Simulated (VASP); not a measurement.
# ReP (Fm-3m) in VASP: notebook

ReP is run at these levels: PBE; tasks: single point.

Everything below comes from runs of VASP 6.6.1. Logs are shortened: lines on timing, memory, paths and dates and some standing lists are left out, and cuts for length are marked.

**1. The cell of the first run**

Symmetry: Fm-3m, No. 225, cubic system. The conventional cell has a = 4.981 Å, b = 4.981 Å, c = 4.981 Å, α = 90.00°, β = 90.00°, γ = 90.00°. Within 3.3 Å of Re (site symmetry m-3m) lie 6 P at 2.49 Å. Within 3.3 Å of P (site symmetry m-3m) lie 6 Re at 2.49 Å.

**2. Single point, PBE (15.44 Å³/atom)**

Input file INCAR:

```
SYSTEM = ReP
PREC = Accurate
ENCUT = 520
EDIFF = 1E-7
ISMEAR = 0
SIGMA = 0.05
LREAL = .False.
LASPH = .True.
NELM = 60
ALGO = Normal
ISIF = 2
LWAVE = .False.
LCHARG = .True.
GGA = PE
LELF = .True.
LVHAR = .True.
NBANDS = 13
```

Input file KPOINTS:

```
regular mesh
0
Gamma
  12 12 12
  0 0 0
```

Input file POSCAR:

```
ReP
1.0
    0.0000000000      2.4903254963      2.4903254963
    2.4903254963      0.0000000000      2.4903254963
    2.4903254963      2.4903254963      0.0000000000
Re P
1 1
Direct
    0.5000000000      0.5000000000      0.5000000000
    0.0000000000      0.0000000000      0.0000000000
```

Potentials or basis: VASP PAW PBE potentials, release 64 (Re, P).

On the command line:

```bash
$ cat potpaw_PBE.64/Re/POTCAR potpaw_PBE.64/P/POTCAR > POTCAR
$ mpirun -np 1 vasp_std > vasp.out
```

OUTCAR:

```text
SYSTEM = ReP
   PREC = Accurate
   ENCUT = 520
   EDIFF = 1E-7
   ISMEAR = 0
   LREAL = .False.
   LASPH = .True.
   NELM = 60
   ISIF = 2
   GGA = PE

 ion  position               nearest neighbor table
   1  0.500  0.500  0.500-   2 2.49   2 2.49   2 2.49   2 2.49   2 2.49   2 2.49
   2  0.000  0.000  0.000-   1 2.49   1 2.49   1 2.49   1 2.49   1 2.49   1 2.49

  LATTYP: Found a face centered cubic cell.
 ALAT       =     4.9806509926

  Lattice vectors:

 A1 = (   0.0000000000,   2.4903254963,   2.4903254963)
 A2 = (   2.4903254963,   0.0000000000,   2.4903254963)
 A3 = (   2.4903254963,   2.4903254963,   0.0000000000)

Analysis of symmetry for initial positions (statically):
=====================================================================
 Subroutine PRICEL returns:
 Original cell was already a primitive cell.

 Routine SETGRP: Setting up the symmetry group for a
 face centered cubic supercell.

 Subroutine GETGRP returns: Found 48 space group operations
 (whereof 48 operations were pure point group operations)
 out of a pool of 48 trial point group operations.

The static configuration has the point symmetry O_h .

Analysis of symmetry for dynamics (positions and initial velocities):
=====================================================================
 Subroutine PRICEL returns:
 Original cell was already a primitive cell.

 Routine SETGRP: Setting up the symmetry group for a
 face centered cubic supercell.

 Subroutine GETGRP returns: Found 48 space group operations
 (whereof 48 operations were pure point group operations)
 out of a pool of 48 trial point group operations.

The dynamic configuration has the point symmetry O_h .

 Subroutine INISYM returns: Found 48 space group operations
 (whereof 48 operations are pure point group operations),
 and found     1 'primitive' translations

----------------------------------------------------------------------------------------

                                     Primitive cell

  volume of cell :      30.8886

  direct lattice vectors                    reciprocal lattice vectors
     0.000000000  2.490325496  2.490325496    -0.200776967  0.200776967  0.200776967
     2.490325496  0.000000000  2.490325496     0.200776967 -0.200776967  0.200776967
     2.490325496  2.490325496  0.000000000     0.200776967  0.200776967 -0.200776967

  length of vectors
     3.521852092  3.521852092  3.521852092     0.347755908  0.347755908  0.347755908

  position of ions in fractional coordinates (direct lattice)
     0.500000000  0.500000000  0.500000000
     0.000000000  0.000000000  0.000000000

  ion indices of the primitive-cell ions
   primitive index   ion index
                 1           1
                 2           2

----------------------------------------------------------------------------------------

 KPOINTS: regular mesh

Automatic generation of k-mesh.
 Grid dimensions read from file:
 generate k-points for:   12   12   12

 Generating k-lattice:

  Cartesian coordinates                     Fractional coordinates (reciprocal lattice)
    -0.016731414  0.016731414  0.016731414     0.083333333  0.000000000  0.000000000
     0.016731414 -0.016731414  0.016731414     0.000000000  0.083333333  0.000000000
     0.016731414  0.016731414 -0.016731414     0.000000000  0.000000000  0.083333333

  Length of vectors
     0.028979659  0.028979659  0.028979659

  Shift w.r.t. Gamma in fractional coordinates (k-lattice)
     0.000000000  0.000000000  0.000000000

 Subroutine IBZKPT returns following result:
 ===========================================

 Found     72 irreducible k-points:

 Following reciprocal coordinates:
            Coordinates               Weight
  0.000000  0.000000  0.000000      1.000000
  0.083333  0.000000  0.000000      8.000000
  0.166667  0.000000  0.000000      8.000000
  0.250000  0.000000  0.000000      8.000000
  0.333333  0.000000  0.000000      8.000000
  0.416667  0.000000  0.000000      8.000000
[... 16 lines left out ...]
  0.500000  0.166667  0.000000     24.000000
 -0.416667  0.166667  0.000000     24.000000
 [... further k-points ...]
   k-points           NKPTS =     72   k-points in BZ     NKDIM =     72   number of bands    NBANDS=     13
   number of dos      NEDOS =    301   number of ions     NIONS =      2
   total plane-waves  NPLWV =  21952
   dimension x,y,z NGX =    28 NGY =   28 NGZ =   28
   dimension x,y,z NGXF=    56 NGYF=   56 NGZF=   56
   ions per type =               1   1
   NGX,Y,Z   is equivalent  to a cutoff of  13.22, 13.22, 13.22 a.u.
   NGXF,Y,Z  is equivalent  to a cutoff of  26.43, 26.43, 26.43 a.u.
 SYSTEM =  ReP
   PREC   = accura    normal or accurate (medium, high low for compatibility)
   ISTART =      0    job   : 0-new  1-cont  2-samecut
   ICHARG =      2    charge: 1-file 2-atom 10-const
   ISPIN  =      1    spin polarized calculation?
   LNONCOLLINEAR =      F non collinear calculations
   LSORBIT =      F    spin-orbit coupling
   LASPH  =      T    aspherical Exc in radial PAW
   ENCUT  =  520.0 eV  38.22 Ry    6.18 a.u.   6.55  6.55  6.55*2*pi/ulx,y,z
   NELM   =     60;   NELMIN=  2; NELMDL= -5     # of ELM steps
   EDIFF  = 0.1E-06   stopping-criterion for ELM
   LREAL  =      F    real-space projection
   EDIFFG = 0.1E-05   stopping-criterion for IOM
   NSW    =      0    number of steps for IOM
   IBRION =     -1    ionic relax: 0-MD 1-quasi-New 2-CG
   NFREE  =      0    steps in history (QN), initial steepest desc. (CG)
   ISIF   =      2    stress and relaxation
   ISYM   =      2    0-nonsym 1-usesym 2-fastsym
   POTIM  = 0.5000    time-step for ionic-motion
   TEBEG  =    0.0;   TEEND  =   0.0 temperature during run
   PSTRESS=    0.0 pullay stress
   NELECT =      12.0000    total number of electrons
   NUPDOWN=      -1.0000    fix difference up-down
   EMIN   =  10.00;   EMAX   =-10.00  energy-range for DOS
   EFERMI =   0.00;   METHOD = LEGACY
   ISMEAR =     0;   SIGMA  =   0.05  broadening in eV -4-tet -1-fermi 0-gaus
   EFERMI_NEDOS =   21; number of points for ismear=-14 and -15
   IALGO  =     38    algorithm
   IMIX   =      4    mixing-type and parameters
     AMIX     =   0.40;   BMIX     =  1.00
     AMIX_MAG =   1.60;   BMIX_MAG =  1.00
  volume/ion in A,a.u.               =      15.44       104.22
  Fermi-wavevector in a.u.,A,eV,Ry     =   1.194545  2.257362 19.414662  1.426937
  Thomas-Fermi vector in A             =   2.330532
   LORBIT       =      0    0 simple, 1 ext, 2 COOP (PROOUT), +10 PAW based schemes
   GGA     = PE    functional components
   LHFCALC =     F    Hartree Fock is set to
   AEXX    =    0.0000 exact exchange contribution
   IVDW    =     0    specifies the selected vdW correction
   LEPSILON=     F    determine dielectric tensor
   LRPA    =     F    only Hartree local field effects (RPA)
 non-spin polarized calculation
 Gauss-broadening in eV      SIGMA  =   0.05
  energy-cutoff  :      520.00
  volume of cell :       30.89
 maximum number of plane-waves:       869
 NGX is ok and might be reduce to    28
   NGX = 13   NGY = 13   NGZ = 13

 number of electron      12.0000001 magnetization

 Free energy of the ion-electron system (eV)
  ---------------------------------------------------
  ext. energy  EPLUGINS =         0.00000000
  ---------------------------------------------------
  free energy    TOTEN  =       -16.53473190 eV

  energy without entropy =      -16.53184964  energy(sigma->0) =      -16.53329077

 E-fermi :   8.4726     XC(G=0): -12.2100

 val. band max:        8.4722724969   @ k =   0.3333   0.0833   0.0000
 cond. band min:       8.4796511137   @ k =  -0.0833   0.0833   0.0000
 fundamental gap:      0.0073786168
 Fermi energy:         8.4725687807

 k-point     1 :       0.0000    0.0000    0.0000
  band No.  band energies     occupation
      1      -5.7794      2.00000
      2       5.8381      2.00000
      3       5.8381      2.00000
      4       5.8381      2.00000
      5       6.2135      2.00000
      6       6.2135      2.00000
      7       8.1869      2.00000
      8       8.1869      2.00000
      9       8.1869      2.00000
     10      14.0703      0.00000
     11      17.5401      0.00000
     12      21.6206      0.00000
     13      21.6206      0.00000

 k-point     2 :       0.0833    0.0000    0.0000
  band No.  band energies     occupation
      1      -5.6497      2.00000
      2       5.4659      2.00000
      3       5.6126      2.00000
      4       5.6126      2.00000
      5       6.0459      2.00000
      6       6.0459      2.00000
      7       8.0814      2.00000
      8       8.8535      0.00000
      9       8.8535      0.00000
     10      14.5826      0.00000
     11      17.7000      0.00000
     12      20.9324      0.00000
     13      21.2284      0.00000

 k-point     3 :       0.1667    0.0000    0.0000
  band No.  band energies     occupation
      1      -5.2685      2.00000
      2       4.4781      2.00000
      3       4.8271      2.00000
      4       4.8271      2.00000
      5       6.3505      2.00000
      6       6.3505      2.00000
      7       7.9785      2.00000
      8      10.1318      0.00000
      9      10.1318      0.00000
     10      15.6204      0.00000
     11      17.6622      0.00000
     12      20.0669      0.00000
     13      20.0669      0.00000

 k-point     4 :       0.2500    0.0000    0.0000
  band No.  band energies     occupation
      1      -4.6617      2.00000
      2       3.1911      2.00000
      3       4.1182      2.00000
      4       4.1182      2.00000
      5       6.8629      2.00000
      6       6.8629      2.00000
      7       8.0538      2.00000
      8      11.5684      0.00000
      9      11.5684      0.00000
     10      15.2804      0.00000
     11      18.1821      0.00000
     12      18.5143      0.00000
     13      18.5143      0.00000

 k-point     5 :       0.3333    0.0000    0.0000
  band No.  band energies     occupation
      1      -3.8826      2.00000
      2       1.8633      2.00000
      3       3.5881      2.00000
      4       3.5881      2.00000
      5       7.4795      2.00000
      6       7.4795      2.00000
      7       8.3318      1.99993
      8      12.9859      0.00000
      9      12.9859      0.00000
     10      13.7640      0.00000
     11      17.0112      0.00000
     12      17.0112      0.00000
     13      19.7716      0.00000
[... 257 lines left out ...]
 k-point    22 :       0.4167    0.1667    0.0000
  band No.  band energies     occupation
      1      -3.4900      2.00000
      2       1.5666      2.00000
      3       3.3538      2.00000
      4       3.9408      2.00000
      5       6.7821      2.00000
      6       8.1306      2.00000
      7       8.9019      0.00000
      8      11.2302      0.00000
      9      12.9237      0.00000
     10      14.4869      0.00000
     11      15.7775      0.00000
     12      17.7489      0.00000
     13      19.2935      0.00000

 k-point    23 :       0.5000    0.1667    0.0000
  band No.  band energies     occupation
      1      -2.9080      2.00000
      2       0.8959      2.00000
      3       3.1192      2.00000
      4       3.5575      2.00000
      5       7.4120      2.00000
      6       8.3745      1.99447
      7       8.8423      0.00000
      8      12.1314      0.00000
      9      12.3231      0.00000
     10      14.0536      0.00000
     11      16.2072      0.00000
     12      17.6058      0.00000
     13      18.9560      0.00000

 k-point    24 :      -0.4167    0.1667    0.0000
  band No.  band energies     occupation
      1      -2.7577      2.00000
      2       0.7037      2.00000
      3       3.1422      2.00000
      4       3.3610      2.00000
      5       8.0398      2.00000
      6       8.1220      2.00000
      7       8.6444      0.00000
      8      11.8180      0.00000
      9      13.3535      0.00000
     10      13.3573      0.00000
     11      16.8545      0.00000
     12      17.3695      0.00000
     13      19.0125      0.00000

 [... further k-points ...]

------------------------ aborting loop because EDIFF is reached ----------------------------------------

  FORCE on cell =-STRESS in cart. coord.  units (eV):
  Direction    XX          YY          ZZ          XY          YZ          ZX
  --------------------------------------------------------------------------------------
  -------------------------------------------------------------------------------------
  Total       -1.3911179     -1.3911179     -1.3911179     -0.0000000     -0.0000000      0.0000000
  in kB      -72.1566182    -72.1566182    -72.1566182     -0.0000000     -0.0000000      0.0000000
  external PRESSURE =     -72.1566182 kB  Pullay stress =       0.0000000 kB

 VOLUME and BASIS-vectors are now :
 -----------------------------------------------------------------------------
  energy-cutoff  :      520.00
  volume of cell :       30.89
      direct lattice vectors                 reciprocal lattice vectors
     0.000000000  2.490325496  2.490325496    -0.200776967  0.200776967  0.200776967
     2.490325496  0.000000000  2.490325496     0.200776967 -0.200776967  0.200776967
     2.490325496  2.490325496  0.000000000     0.200776967  0.200776967 -0.200776967

 POSITION                                       TOTAL-FORCE (eV/Angst)
 -----------------------------------------------------------------------------------
      2.49033      2.49033      2.49033         0.000000      0.000000     -0.000000
      0.00000      0.00000      0.00000        -0.000000     -0.000000      0.000000
 -----------------------------------------------------------------------------------
    total drift:                                0.000000      0.000000      0.000000

  FREE ENERGIE OF THE ION-ELECTRON SYSTEM (eV)
  ---------------------------------------------------
  free  energy   TOTEN  =       -16.5347318970 eV

  energy  without entropy=      -16.5318496375  energy(sigma->0) =      -16.53329077
```

Run time: 55 s. Hardware: 1 thread of Intel Xeon 8259CL, shared host; peak memory 0.18 GiB.

What came out:

* Free energy: -16.5347 eV
* Pressure: -7.2 GPa
* Band gap on the k mesh: zero (bands 6 and 7 overlap by 0.78 eV)

Caveat: the cell stands under tension; spin-orbit coupling is left out, which moves the levels of the heavy elements.

**3. Single point, PBE (15.89 Å³/atom)**

This run uses another cell than the first one, of 15.89 Å³/atom.

Input file INCAR:

```
  PREC = Accurate
  ENCUT = 520
  EDIFF = 1E-6
  ISMEAR = 0
  SIGMA = 0.05
  LREAL = F
  LASPH = T
  NELM = 80
  ALGO = Normal
  ISIF = 2
  LWAVE = F
  LCHARG = F
  GGA = PE
  NBANDS = 13
```

Input file KPOINTS:

```
regular mesh
0
Gamma
  12 12 12
```

Input file POSCAR:

```
ReP
1.0
    0.0000000000      2.5140443095      2.5140443095
    2.5140443095      0.0000000000      2.5140443095
    2.5140443095      2.5140443095      0.0000000000
Re P
1 1
Direct
    0.5000000000      0.5000000000      0.5000000000
    0.0000000000      0.0000000000      0.0000000000
```

Potentials or basis: VASP PAW PBE potentials, release 64 (Re, P).

On the command line:

```bash
$ cat potpaw_PBE.64/Re/POTCAR potpaw_PBE.64/P/POTCAR > POTCAR
$ mpirun -np 1 vasp_std > vasp.out
```

Run time: 51 s. Hardware: 1 thread of Intel Xeon 8259CL, shared host; peak memory 0.18 GiB.

The run converged. Its results:

| Quantity | Value |
| --- | --- |
| Free energy | -16.4808 eV |
| Pressure | -12.2 GPa |
| Band gap on the k mesh | zero (bands 6 and 7 overlap by 0.77 eV) |

Levels at points of the mesh, in eV from the Fermi level:
| k point | band 2 | band 3 | band 4 | band 5 | band 6 | band 7 | band 8 | band 9 | band 10 | band 11 |
| --- | --- | --- | --- | --- | --- | --- | --- | --- | --- | --- |
| (0.00, 0.00, 0.00) | -2.50 | -2.50 | -2.50 | -2.15 | -2.15 | -0.28 | -0.28 | -0.28 | 5.28 | 9.12 |
| (0.50, 0.00, 0.00) | -8.10 | -5.14 | -5.14 | -0.19 | -0.19 | 0.51 | 3.41 | 6.18 | 6.18 | 6.66 |
| (0.50, 0.50, 0.00) | -5.55 | -4.25 | -2.37 | -2.37 | -1.16 | 0.41 | 0.47 | 0.47 | 3.80 | 10.93 |

Caveat: the cell stands under tension; spin-orbit coupling is left out, which moves the levels of the heavy elements.

**4. Single point, PBE (16.34 Å³/atom)**

This run uses another cell than the first one, of 16.34 Å³/atom.

Input file INCAR:

```
SYSTEM = ReP
  PREC = Accurate
  ENCUT = 520
  EDIFF = 1E-7
  ISMEAR = 0
  SIGMA = 0.05
  LREAL = .FALSE.
  LASPH = .TRUE.
  NELM = 100
  ALGO = Normal
  ISIF = 2
  LWAVE = .FALSE.
  LCHARG = .FALSE.
  GGA = PE
  NBANDS = 13
```

Input file KPOINTS:

```
Automatic mesh
0
G
  12 12 12
  0 0 0
```

Input file POSCAR:

```
ReP
1.0
    0.0000000000      2.5373238220      2.5373238220
    2.5373238220      0.0000000000      2.5373238220
    2.5373238220      2.5373238220      0.0000000000
Re P
1 1
Direct
    0.5000000000      0.5000000000      0.5000000000
    0.0000000000      0.0000000000      0.0000000000
```

On the command line:

```bash
$ cat potpaw_PBE.64/Re/POTCAR potpaw_PBE.64/P/POTCAR > POTCAR
$ mpirun -np 1 vasp_std > vasp.out
```

It took 45 s on 1 thread of Intel Xeon 8259CL, shared host; peak memory 0.18 GiB.

It converged, with:

```
Free energy            : -16.4015 eV
Pressure               : -16.4 GPa
Band gap on the k mesh : zero (bands 6 and 7 overlap by 0.77 eV)
```

Levels at points of the mesh, in eV from the Fermi level:
| k point | band 4 | band 5 | band 6 | band 7 | band 8 | band 9 |
| --- | --- | --- | --- | --- | --- | --- |
| (0.00, 0.00, 0.00) | -2.37 | -2.05 | -2.05 | -0.28 | -0.28 | -0.28 |
| (0.50, 0.00, 0.00) | -4.98 | -0.18 | -0.18 | 0.48 | 3.43 | 6.15 |
| (0.50, 0.50, 0.00) | -2.32 | -2.32 | -1.10 | 0.38 | 0.45 | 0.45 |

Caveat: the cell stands under tension; spin-orbit coupling is left out, which moves the levels of the heavy elements.

**5. Overview**

| cell | gap on the mesh (eV) | pressure (GPa) |
| --- | --- | --- |
| a = 3.522 Å, angles 60.0°, 2 atoms | none | -7.2 |
| a = 3.555 Å, angles 60.0°, 2 atoms | none | -12.2 |
| a = 3.588 Å, angles 60.0°, 2 atoms | none | -16.4 |

Alike in all rows: task single point; level PBE; potentials or basis VASP PAW PBE potentials, release 64 (Re, P); no spin polarisation; k mesh 12 × 12 × 12; cutoff (eV) 520; smearing gaussian 0.05 eV.

Caveats: the cell stands under tension; spin-orbit coupling is left out, which moves the levels of the heavy elements.

Absolute energies hang on the potentials; compare differences alone.
